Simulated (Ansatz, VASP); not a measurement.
# One calculation of W16O, two programs

```
W O
1.0
     6.32000    0.00000    0.00000
     0.00000    6.32000    0.00000
     0.00000    0.00000    6.32000
W O
16 1
Direct
  0.00262 0.99398 0.00099
  0.49603 0.99398 0.00099
  0.00104 0.50001 0.00101
  0.00057 0.99474 0.50099
  0.24932 0.24893 0.24927
  0.49761 0.50001 0.00101
  0.49810 0.99472 0.50099
  0.74932 0.23805 0.22773
  0.02255 0.51087 0.50101
  0.24933 0.75497 0.24771
  0.24932 0.24892 0.75273
  0.47612 0.51084 0.50102
  0.74933 0.75423 0.24978
  0.74933 0.23811 0.77420
  0.24933 0.75495 0.75429
  0.74933 0.75422 0.75223
  0.74935 0.37442 0.50095
```

Alike in both runs: functional PBE; k mesh 3 × 3 × 3; occupations fermi-dirac, width 0.1 eV; no spin polarisation.

Ansatz relaxed the structure, and its values are those at the end. VASP's run is a single point on that final structure, the one shown.

|  | VASP | Ansatz |
| --- | --- | --- |
| version | VASP 6.6.1 | Ansatz 0.2.0 |
| potentials or method | VASP PAW PBE potentials, release 64 (W_sv, O), cutoff 520 eV | scalar-relativistic, plane waves, PAW |
| valence electrons in the cell | 230 | 230 |

|  | VASP | Ansatz | Ansatz less VASP |
| --- | --- | --- | --- |
| rms of the force components (eV/Å) | 0.043 | 0.005 | -0.0385 |

Spin-orbit coupling is off throughout.
